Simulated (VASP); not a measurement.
Write the native input for VASP 6.6.1 that does the following.

```
Task                   : single point
Functional             : BLYP
Potentials or basis    : VASP PAW PBE potentials, release 64 (Co)
Cutoff                 : 520 eV
k mesh                 : 12 × 12 × 12
Occupations            : fermi-dirac, width 0.05 eV
Spin                   : collinear spin, ferromagnetic start
Starting moments       : [-1.736, -1.736] μB
Dipole correction      : no
Further INCAR settings : ALGO = Normal; EDIFF = 1e-06; NBANDS = 20
```

The structure of Co lies in POSCAR:

```
Co
1.0
    0.0000000000      2.6774365175      2.6774365175
    2.6774365175      0.0000000000      2.6774365175
    2.6774365175      2.6774365175      0.0000000000
Co
2
Direct
    0.1250000000      0.1250000000      0.1250000000
    0.8750000000      0.8750000000      0.8750000000
```

This isn't the form of Co at room conditions, which is hcp.

These files were run (other wordings do the same):

INCAR

```
PREC = Accurate
ENCUT = 520
EDIFF = 1E-6
ISMEAR = -1
SIGMA = 0.05
LREAL = F
LASPH = T
NELM = 150
ALGO = Normal
ISIF = 2
LWAVE = F
LCHARG = F
ISPIN = 2
MAGMOM = -1.736 -1.736
LORBIT = 11
LMAXMIX = 4
GGA = B5
ALDAX = 1.0
AGGAX = 1.0
AGGAC = 1.0
ALDAC = 0.0
NBANDS = 20
```

KPOINTS

```
Automatic mesh
0
Gamma
  12 12 12
```

Potentials or basis: VASP PAW PBE potentials, release 64 (Co).

Launch:

```sh
$ cat potpaw_PBE.64/Co/POTCAR > POTCAR
$ mpirun -np 1 vasp_std > vasp.out
```

It gave:

```json
{"Pressure": "-7.8 GPa", "Net moment": "-3.52 μB per cell", "Site moments": "Co -1.77 μB", "Valence electrons inside the program's atomic spheres": "Co 8.03"}
```

Caveat: the cell stands under tension; the PAW data sets were made with another functional, which shifts forces and pressure a little.

Run time: 120 s on 1 thread of Intel(R) Xeon(R) 6975P-C (Granite Rapids), with other jobs on the host, peak memory 0.21 GiB.
